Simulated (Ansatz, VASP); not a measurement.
## Two plane-wave programs on Si3N4

```
Si N
1.0
     7.60150    0.00000    0.00000
    -3.80075    6.58309    0.00000
     0.00000    0.00000    2.90610
Si N
6 8
Direct
  0.76797 0.17408 0.25000
  0.59389 0.76797 0.75000
  0.82592 0.59389 0.25000
  0.23203 0.82592 0.75000
  0.40611 0.23203 0.25000
  0.17408 0.40611 0.75000
  0.02995 0.32988 0.25000
  0.70007 0.02995 0.75000
  0.67012 0.70007 0.25000
  0.97005 0.67012 0.75000
  0.29993 0.97005 0.25000
  0.32988 0.29993 0.75000
  0.66667 0.33333 0.25000
  0.33333 0.66667 0.75000
```

Alike in both runs: functional PBE; k mesh 4 × 4 × 10; occupations fermi-dirac, width 0.02 eV; no spin polarisation.

Ansatz relaxed the structure, and its values are those at the end. VASP's run is a single point on that final structure, the one shown.

|  | VASP | Ansatz |
| --- | --- | --- |
| version | VASP 6.6.1 | Ansatz 0.2.0 |
| potentials or method | VASP PAW PBE potentials, release 64 (Si, N) | plane-wave PAW, scalar-relativistic |
| plane-wave cutoff (eV) | 520 | 420 |
| valence electrons in the cell | 64 | 64 |

|  | VASP | Ansatz | Ansatz less VASP |
| --- | --- | --- | --- |
| gap on the k mesh at the Fermi level (eV) | 4.33 | 4.34 | +0.012 |
| pressure (GPa) | 5.4 | 5.7 | +0.29 |
| rms of the force components (eV/Å) | 0.007 | 0.007 | +0.0005 |

The functional is the same, so the differences come from potentials, cutoffs and numerics. Ansatz's warnings: stress scf threshold loose.
